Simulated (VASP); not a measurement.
# CdS (P6_3mc) in VASP: a series of runs, part 2 of 2

VASP 6.6.1.

## Step 3: Single point, PBE

The input, INCAR:

```
ALGO = Normal ; EDIFF = 1E-6
ENCUT = 500 ; GGA = PE
GGA_COMPAT = F ; ISIF = 2
ISMEAR = 0 ; LASPH = T
LCHARG = T ; LELF = T
LREAL = F ; LVHAR = T
LWAVE = F ; NBANDS = 26
NELM = 120 ; PREC = Accurate
SIGMA = 0.01
```

The input, KPOINTS:

```
k-points
0
Gamma
  6 6 4
```

The input, POSCAR:

```
CdS
1.0
    4.1546907558      0.0000000000      0.0000000000
   -2.0773453779      3.5980677394      0.0000000000
    0.0000000000      0.0000000000      6.7614101629
Cd S
2 2
Direct
    0.3333333333      0.6666666667      0.0002495582
    0.6666666667      0.3333333333      0.5002495582
    0.3333333333      0.6666666667      0.3767504418
    0.6666666667      0.3333333333      0.8767504418
```

Potentials or basis: VASP PAW PBE potentials, release 64 (Cd, S).

Launch:

```sh
cat potpaw_PBE.64/Cd/POTCAR potpaw_PBE.64/S/POTCAR > POTCAR
mpirun -np 1 vasp_std > vasp.out
```

OUTCAR:

```text
EDIFF = 1E-6
   ENCUT = 500
   GGA = PE
   ISIF = 2
   ISMEAR = 0
   LASPH = T
   LREAL = F
   NELM = 120
   PREC = Accurate

 ion  position               nearest neighbor table
   1  0.333  0.667  0.000-   4 2.54   4 2.54   4 2.54   3 2.55
   2  0.667  0.333  0.500-   3 2.54   3 2.54   3 2.54   4 2.55
   3  0.333  0.667  0.377-   2 2.54   2 2.54   2 2.54   1 2.55
   4  0.667  0.333  0.877-   1 2.54   1 2.54   1 2.54   2 2.55

  LATTYP: Found a hexagonal cell.
 ALAT       =     4.1546907558
 C/A-ratio  =     1.6274159884

  Lattice vectors:

 A1 = (   4.1546907558,   0.0000000000,   0.0000000000)
 A2 = (  -2.0773453779,   3.5980677394,   0.0000000000)
 A3 = (   0.0000000000,   0.0000000000,   6.7614101629)

Analysis of symmetry for initial positions (statically):
=====================================================================
 Subroutine PRICEL returns:
 Original cell was already a primitive cell.

 Routine SETGRP: Setting up the symmetry group for a
 hexagonal supercell.

 Subroutine GETGRP returns: Found 12 space group operations
 (whereof  6 operations were pure point group operations)
 out of a pool of 24 trial point group operations.

The static configuration has the point symmetry C_3v.
 The point group associated with its full space group is C_6v.

Analysis of symmetry for dynamics (positions and initial velocities):
=====================================================================
 Subroutine PRICEL returns:
 Original cell was already a primitive cell.

 Routine SETGRP: Setting up the symmetry group for a
 hexagonal supercell.

 Subroutine GETGRP returns: Found 12 space group operations
 (whereof  6 operations were pure point group operations)
 out of a pool of 24 trial point group operations.

The dynamic configuration has the point symmetry C_3v.
 The point group associated with its full space group is C_6v.

 Subroutine INISYM returns: Found 12 space group operations
 (whereof  6 operations are pure point group operations),
 and found     1 'primitive' translations

----------------------------------------------------------------------------------------

                                     Primitive cell

  volume of cell :     101.0754

  direct lattice vectors                    reciprocal lattice vectors
     4.154690756  0.000000000  0.000000000     0.240691801  0.138963476  0.000000000
    -2.077345378  3.598067739  0.000000000     0.000000000  0.277926952  0.000000000
     0.000000000  0.000000000  6.761410163     0.000000000  0.000000000  0.147898142

  length of vectors
     4.154690756  4.154690756  6.761410163     0.277926952  0.277926952  0.147898142

  position of ions in fractional coordinates (direct lattice)
     0.333333333  0.666666667  0.000249558
     0.666666667  0.333333333  0.500249558
     0.333333333  0.666666667  0.376750442
     0.666666667  0.333333333  0.876750442

  ion indices of the primitive-cell ions
   primitive index   ion index
                 1           1
                 2           2
                 3           3
                 4           4

----------------------------------------------------------------------------------------

 KPOINTS: k-points

Automatic generation of k-mesh.
 Grid dimensions read from file:
 generate k-points for:    6    6    4

 Generating k-lattice:

  Cartesian coordinates                     Fractional coordinates (reciprocal lattice)
     0.040115300  0.023160579  0.000000000     0.166666667  0.000000000  0.000000000
     0.000000000  0.046321159  0.000000000     0.000000000  0.166666667  0.000000000
     0.000000000  0.000000000  0.036974535     0.000000000  0.000000000  0.250000000

  Length of vectors
     0.046321159  0.046321159  0.036974535

  Shift w.r.t. Gamma in fractional coordinates (k-lattice)
     0.000000000  0.000000000  0.000000000

 Subroutine IBZKPT returns following result:
 ===========================================

 Found     21 irreducible k-points:

 Following reciprocal coordinates:
            Coordinates               Weight
  0.000000  0.000000  0.000000      1.000000
  0.166667  0.000000  0.000000      6.000000
  0.333333  0.000000  0.000000      6.000000
  0.500000  0.000000  0.000000      3.000000
  0.166667  0.166667  0.000000      6.000000
  0.333333  0.166667  0.000000     12.000000
[... 13 lines left out ...]
  0.333333  0.166667  0.500000     12.000000
  0.333333  0.333333  0.500000      2.000000
   k-points           NKPTS =     21   k-points in BZ     NKDIM =     21   number of bands    NBANDS=     26
   number of dos      NEDOS =    301   number of ions     NIONS =      4
   total plane-waves  NPLWV =  45000
   dimension x,y,z NGX =    30 NGY =   30 NGZ =   50
   dimension x,y,z NGXF=    60 NGYF=   60 NGZF=  100
   ions per type =               2   2
   NGX,Y,Z   is equivalent  to a cutoff of  12.00, 12.00, 12.29 a.u.
   NGXF,Y,Z  is equivalent  to a cutoff of  24.01, 24.01, 24.59 a.u.
 SYSTEM =  unknown system
   PREC   = accura    normal or accurate (medium, high low for compatibility)
   ISTART =      0    job   : 0-new  1-cont  2-samecut
   ICHARG =      2    charge: 1-file 2-atom 10-const
   ISPIN  =      1    spin polarized calculation?
   LNONCOLLINEAR =      F non collinear calculations
   LSORBIT =      F    spin-orbit coupling
   LASPH  =      T    aspherical Exc in radial PAW
   ENCUT  =  500.0 eV  36.75 Ry    6.06 a.u.   7.57  7.57 12.33*2*pi/ulx,y,z
   NELM   =    120;   NELMIN=  2; NELMDL= -5     # of ELM steps
   EDIFF  = 0.1E-05   stopping-criterion for ELM
   LREAL  =      F    real-space projection
   EDIFFG = 0.1E-04   stopping-criterion for IOM
   NSW    =      0    number of steps for IOM
   IBRION =     -1    ionic relax: 0-MD 1-quasi-New 2-CG
   NFREE  =      0    steps in history (QN), initial steepest desc. (CG)
   ISIF   =      2    stress and relaxation
   ISYM   =      2    0-nonsym 1-usesym 2-fastsym
   POTIM  = 0.5000    time-step for ionic-motion
   TEBEG  =    0.0;   TEEND  =   0.0 temperature during run
   PSTRESS=    0.0 pullay stress
   NELECT =      36.0000    total number of electrons
   NUPDOWN=      -1.0000    fix difference up-down
   EMIN   =  10.00;   EMAX   =-10.00  energy-range for DOS
   EFERMI =   0.00;   METHOD = LEGACY
   ISMEAR =     0;   SIGMA  =   0.01  broadening in eV -4-tet -1-fermi 0-gaus
   EFERMI_NEDOS =   21; number of points for ismear=-14 and -15
   IALGO  =     38    algorithm
   IMIX   =      4    mixing-type and parameters
     AMIX     =   0.40;   BMIX     =  1.00
     AMIX_MAG =   1.60;   BMIX_MAG =  1.00
  volume/ion in A,a.u.               =      25.27       170.52
  Fermi-wavevector in a.u.,A,eV,Ry     =   1.160452  2.192937 18.322273  1.346649
  Thomas-Fermi vector in A             =   2.297034
   LORBIT       =      0    0 simple, 1 ext, 2 COOP (PROOUT), +10 PAW based schemes
   GGA     = PE    functional components
   LHFCALC =     F    Hartree Fock is set to
   AEXX    =    0.0000 exact exchange contribution
   IVDW    =     0    specifies the selected vdW correction
   LEPSILON=     F    determine dielectric tensor
   LRPA    =     F    only Hartree local field effects (RPA)
 non-spin polarized calculation
 Gauss-broadening in eV      SIGMA  =   0.01
  energy-cutoff  :      500.00
  volume of cell :      101.08
 maximum number of plane-waves:      2587
   NGX = 15   NGY = 15   NGZ = 25

 number of electron      35.9999969 magnetization

 Free energy of the ion-electron system (eV)
  ---------------------------------------------------
  ext. energy  EPLUGINS =         0.00000000
  ---------------------------------------------------
  free energy    TOTEN  =       -12.27477497 eV

  energy without entropy =      -12.27477497  energy(sigma->0) =      -12.27477497

 E-fermi :   1.2442     XC(G=0):  -9.0574

 val. band max:        1.1578935296   @ k =   0.0000   0.0000   0.0000
 cond. band min:       2.3418460035   @ k =   0.0000   0.0000   0.0000
 fundamental gap:      1.1839524739
 Fermi energy:         1.2442142367

 k-point     1 :       0.0000    0.0000    0.0000
  band No.  band energies     occupation
      1     -11.1042      2.00000
      2     -10.6893      2.00000
      3      -6.4868      2.00000
      4      -6.4801      2.00000
      5      -6.4801      2.00000
      6      -6.3994      2.00000
[... 598 lines left out ...]
     25      10.4926      0.00000
     26      10.4926      0.00000

------------------------ aborting loop because EDIFF is reached ----------------------------------------

  FORCE on cell =-STRESS in cart. coord.  units (eV):
  Direction    XX          YY          ZZ          XY          YZ          ZX
  --------------------------------------------------------------------------------------
  -------------------------------------------------------------------------------------
  Total        1.2823397      1.2823397      1.2756210      0.0000000     -0.0000000      0.0000000
  in kB       20.3267692     20.3267692     20.2202684      0.0000000     -0.0000000      0.0000000
  external PRESSURE =      20.2912689 kB  Pullay stress =       0.0000000 kB

 VOLUME and BASIS-vectors are now :
 -----------------------------------------------------------------------------
  energy-cutoff  :      500.00
  volume of cell :      101.08
      direct lattice vectors                 reciprocal lattice vectors
     4.154690756  0.000000000  0.000000000     0.240691801  0.138963476  0.000000000
    -2.077345378  3.598067739  0.000000000     0.000000000  0.277926952  0.000000000
     0.000000000  0.000000000  6.761410163     0.000000000  0.000000000  0.147898142

 POSITION                                       TOTAL-FORCE (eV/Angst)
 -----------------------------------------------------------------------------------
     -0.00000      2.39871      0.00169         0.000000     -0.000000      0.001772
      2.07735      1.19936      3.38239        -0.000000      0.000000      0.001772
     -0.00000      2.39871      2.54736        -0.000000      0.000000     -0.001772
      2.07735      1.19936      5.92807         0.000000      0.000000     -0.001772
 -----------------------------------------------------------------------------------
    total drift:                               -0.000000     -0.000000     -0.000320

  FREE ENERGIE OF THE ION-ELECTRON SYSTEM (eV)
  ---------------------------------------------------
  free  energy   TOTEN  =       -12.2747749746 eV

  energy  without entropy=      -12.2747749746  energy(sigma->0) =      -12.27477497
```

stdout:

```text
POSCAR found type information on POSCAR CdS
 POSCAR found :  2 types and       4 ions
 scaLAPACK will be used
 LDA part: xc-table for (Slater+PW92), standard interpolation
 POSCAR, INCAR and KPOINTS ok, starting setup
 FFT: planning ... GRIDC
 FFT: planning ... GRID_SOFT
 FFT: planning ... GRID
 WAVECAR not read
 entering main loop
```

Run time: 78 s. Hardware: 1 thread of Intel Xeon 8259CL, shared host; peak memory 0.22 GiB.

Results:

```
Free energy            : -12.2748 eV
Pressure               : 2.0 GPa
Band gap on the k mesh : 1.18 eV
```

## Step 4: Single point, PBE

The input, INCAR:

```
SYSTEM = CdS
ALGO     = Normal         ! electronic algorithm
EDIFF    = 1E-6           ! SCF threshold, eV
ENCUT    = 500            ! plane-wave cutoff, eV
GGA      = PE             ! functional
GGA_COMPAT= .False.      
ISIF     = 2              ! what is computed and relaxed
ISMEAR   = 0              ! smearing method
LASPH    = .True.         ! aspherical terms in the spheres
LCHARG   = .True.         ! write CHGCAR
LELF     = .True.         ! ELF
LREAL    = .False.        ! projectors in reciprocal space
LVHAR    = .True.       
LWAVE    = .False.        ! write WAVECAR
NBANDS   = 26             ! bands
NELM     = 120            ! most SCF steps
PREC     = Accurate       ! precision mode
SIGMA    = 0.01           ! smearing width, eV
```

The input, KPOINTS:

```
k-points
0
Gamma
  6 6 4
  0 0 0
```

POSCAR is that of step 3.

Launch:

```sh
cat potpaw_PBE.64/Cd/POTCAR potpaw_PBE.64/S/POTCAR > POTCAR
mpirun -np 1 vasp_std > vasp.out
```

Run time: 75 s. Hardware: 1 thread of Intel Xeon 8259CL, shared host; peak memory 0.21 GiB.

It converged, with:

```yaml
Free_energy: -12.2748 eV
Pressure: 2.0 GPa
Band_gap_on_the_k_mesh: 1.18 eV
```

Levels at points of the mesh, in eV from the valence-band top:
| k point | band 15 | band 16 | band 17 | band 18 | band 19 | band 20 | band 21 | band 22 |
| --- | --- | --- | --- | --- | --- | --- | --- | --- |
| (0.00, 0.00, 0.00) | -0.73 | -0.04 | 0.00 | 0.00 | 1.18 | 2.78 | 6.48 | 6.48 |
| (0.50, 0.00, 0.00) | -2.58 | -1.82 | -1.26 | -0.73 | 3.69 | 3.88 | 5.11 | 6.36 |
| (0.00, 0.00, 0.50) | -0.38 | -0.38 | -0.38 | -0.38 | 2.83 | 2.83 | 6.17 | 6.17 |
| (0.50, 0.00, 0.50) | -1.31 | -1.31 | -1.30 | -1.30 | 3.48 | 3.48 | 5.37 | 5.37 |

## Step 5: Relaxation of the atoms, PBE (strained cell)

The input, INCAR:

```
SYSTEM = CdS
  PREC = Accurate
  ENCUT = 450
  EDIFF = 1E-7
  ISMEAR = 0
  SIGMA = 0.02
  LREAL = .False.
  LASPH = .True.
  NELM = 120
  ALGO = Normal
  ISIF = 2
  LWAVE = .False.
  LCHARG = .False.
  GGA = PE
  IBRION = 2
  NSW = 60
  EDIFFG = -0.002
  GGA_COMPAT = .False.
  NELMIN = 4
```

The input, KPOINTS:

```
Automatic mesh
0
Gamma
  6 6 4
  0 0 0
```

The input, POSCAR:

```
CdS
1.0
    4.1546907558      0.0000000000      0.0000000000
   -2.0773453779      3.5980677394      0.0000000000
    0.0000000000      0.0000000000      6.7614101629
Cd S
2 2
Direct
    0.3333333333      0.6666666667      0.0002266586
    0.6666666667      0.3333333333      0.5002266586
    0.3333333333      0.6666666667      0.3767733414
    0.6666666667      0.3333333333      0.8767733414
```

Potentials or basis: VASP PAW PBE potentials, release 64 (Cd, S).

Launch:

```sh
cat potpaw_PBE.64/Cd/POTCAR potpaw_PBE.64/S/POTCAR > POTCAR
mpirun -np 1 vasp_std > vasp.out
```

OUTCAR:

```text
SYSTEM = CdS
   PREC = Accurate
   ENCUT = 450
   EDIFF = 1E-7
   ISMEAR = 0
   LREAL = .False.
   LASPH = .True.
   NELM = 120
   ISIF = 2
   GGA = PE
   IBRION = 2
   NSW = 60
   EDIFFG = -0.002
   NELMIN = 4

 ion  position               nearest neighbor table
   1  0.333  0.667  0.000-   4 2.54   4 2.54   4 2.54   3 2.55
   2  0.667  0.333  0.500-   3 2.54   3 2.54   3 2.54   4 2.55
   3  0.333  0.667  0.377-   2 2.54   2 2.54   2 2.54   1 2.55
   4  0.667  0.333  0.877-   1 2.54   1 2.54   1 2.54   2 2.55

  LATTYP: Found a hexagonal cell.
 ALAT       =     4.1546907558
 C/A-ratio  =     1.6274159884

  Lattice vectors:

 A1 = (   4.1546907558,   0.0000000000,   0.0000000000)
 A2 = (  -2.0773453779,   3.5980677394,   0.0000000000)
 A3 = (   0.0000000000,   0.0000000000,   6.7614101629)

Analysis of symmetry for initial positions (statically):
=====================================================================
 Subroutine PRICEL returns:
 Original cell was already a primitive cell.

 Routine SETGRP: Setting up the symmetry group for a
[... 219 lines left out ...]

 E-fermi :   1.2452     XC(G=0):  -9.0573

 val. band max:        1.1581623806   @ k =   0.0000   0.0000   0.0000
 cond. band min:       2.3416591974   @ k =   0.0000   0.0000   0.0000
 fundamental gap:      1.1834968167
 Fermi energy:         1.2451789146

 k-point     1 :       0.0000    0.0000    0.0000
  band No.  band energies     occupation
      1     -11.1043      2.00000
      2     -10.6895      2.00000
      3      -6.4868      2.00000
      4      -6.4803      2.00000
      5      -6.4803      2.00000
      6      -6.3995      2.00000
[... 514 lines left out ...]
     21       7.2734      0.00000
     22       7.2734      0.00000

------------------------ aborting loop because EDIFF is reached ----------------------------------------

  FORCE on cell =-STRESS in cart. coord.  units (eV):
  Direction    XX          YY          ZZ          XY          YZ          ZX
  --------------------------------------------------------------------------------------
  -------------------------------------------------------------------------------------
  Total        1.2045744      1.2045744      1.1973997      0.0000000      0.0000000      0.0000000
  in kB       19.0940863     19.0940863     18.9803591      0.0000000      0.0000000      0.0000000
  external PRESSURE =      19.0561772 kB  Pullay stress =       0.0000000 kB

 VOLUME and BASIS-vectors are now :
 -----------------------------------------------------------------------------
  energy-cutoff  :      450.00
  volume of cell :      101.08
      direct lattice vectors                 reciprocal lattice vectors
     4.154690756  0.000000000  0.000000000     0.240691801  0.138963476  0.000000000
    -2.077345378  3.598067739  0.000000000     0.000000000  0.277926952  0.000000000
     0.000000000  0.000000000  6.761410163     0.000000000  0.000000000  0.147898142

 POSITION                                       TOTAL-FORCE (eV/Angst)
 -----------------------------------------------------------------------------------
     -0.00000      2.39871      0.00168         0.000000     -0.000000      0.001639
      2.07735      1.19936      3.38238        -0.000000      0.000000      0.001639
     -0.00000      2.39871      2.54737        -0.000000     -0.000000     -0.001639
      2.07735      1.19936      5.92808         0.000000      0.000000     -0.001639
 -----------------------------------------------------------------------------------
    total drift:                               -0.000000     -0.000000     -0.001297

  FREE ENERGIE OF THE ION-ELECTRON SYSTEM (eV)
  ---------------------------------------------------
  free  energy   TOTEN  =       -12.2731543208 eV

  energy  without entropy=      -12.2731543208  energy(sigma->0) =      -12.27315432

 reached required accuracy - stopping structural energy minimisation
```

OSZICAR:

```text
N       E                     dE             d eps       ncg     rms          rms(c)
DAV:   1     0.230753271018E+03    0.23075E+03   -0.16335E+04   924   0.133E+03
DAV:   2    -0.289916785494E+00   -0.23104E+03   -0.22707E+03  1038   0.343E+02
DAV:   3    -0.132152454338E+02   -0.12925E+02   -0.12873E+02  1128   0.816E+01
[... 13 lines left out ...]
   1 F= -.12273153E+02 E0= -.12273153E+02  d E =-.122732E+02
       N       E                     dE             d eps       ncg     rms          rms(c)
DAV:   1    -0.122731537100E+02   -0.94616E-06   -0.48420E-04   936   0.143E-01    0.699E-03
DAV:   2    -0.122731542806E+02   -0.57056E-06   -0.60691E-06  1106   0.166E-02    0.271E-03
DAV:   3    -0.122731543002E+02   -0.19646E-07   -0.64349E-08   570   0.201E-03    0.172E-03
DAV:   4    -0.122731543208E+02   -0.20569E-07   -0.41816E-08   534   0.117E-03
   2 F= -.12273154E+02 E0= -.12273154E+02  d E =-.158576E-05
```

Run time: 88 s. Hardware: 1 thread of Intel Xeon 8259CL, shared host; peak memory 0.21 GiB.

What came out:

| Property | Result |
| --- | --- |
| Free energy | -12.2732 eV |
| Energy gained by relaxing | 0.0 meV/atom |
| Ionic steps | 2 |
| Pressure after relaxing | 1.9 GPa |
| Band gap on the k mesh | 1.18 eV |

Final structure:
```xyz
4
Lattice="4.1547 0.0000 0.0000 -2.0773 3.5981 0.0000 0.0000 0.0000 6.7614" Properties=species:S:1:pos:R:3 pbc="T T T"
Cd    0.0000    2.3987    0.0017
Cd    2.0773    1.1994    3.3824
S     0.0000    2.3987    2.5474
S     2.0773    1.1994    5.9281
```

Levels at points of the mesh, in eV from the valence-band top:
| k point | band 15 | band 16 | band 17 | band 18 | band 19 | band 20 | band 21 | band 22 |
| --- | --- | --- | --- | --- | --- | --- | --- | --- |
| (0.00, 0.00, 0.00) | -0.73 | -0.04 | 0.00 | 0.00 | 1.18 | 2.78 | 6.48 | 6.48 |
| (0.50, 0.00, 0.00) | -2.58 | -1.82 | -1.26 | -0.73 | 3.69 | 3.88 | 5.11 | 6.36 |
| (0.00, 0.00, 0.50) | -0.38 | -0.38 | -0.38 | -0.38 | 2.83 | 2.83 | 6.17 | 6.17 |
| (0.50, 0.00, 0.50) | -1.31 | -1.31 | -1.30 | -1.30 | 3.48 | 3.48 | 5.37 | 5.37 |

Caveat: the cell differs from its parent crystal (strained cell).

## Step 6: The runs side by side

```tsv
task	cell	cutoff (eV)	smearing	gap on the mesh (eV)	pressure (GPa)
single point	as given	500	gaussian 0.02 eV	1.18	2.0
single point	as given	500	gaussian 0.01 eV	1.18	2.0
relaxation of the atoms	atoms relaxed	450	gaussian 0.02 eV	1.18	1.9
```

Alike in all rows: level PBE; potentials or basis VASP PAW PBE potentials, release 64 (Cd, S); no spin polarisation; k mesh 6 × 6 × 4.

Total energies depend on the potentials used, so only differences within one code and one set of settings carry meaning.
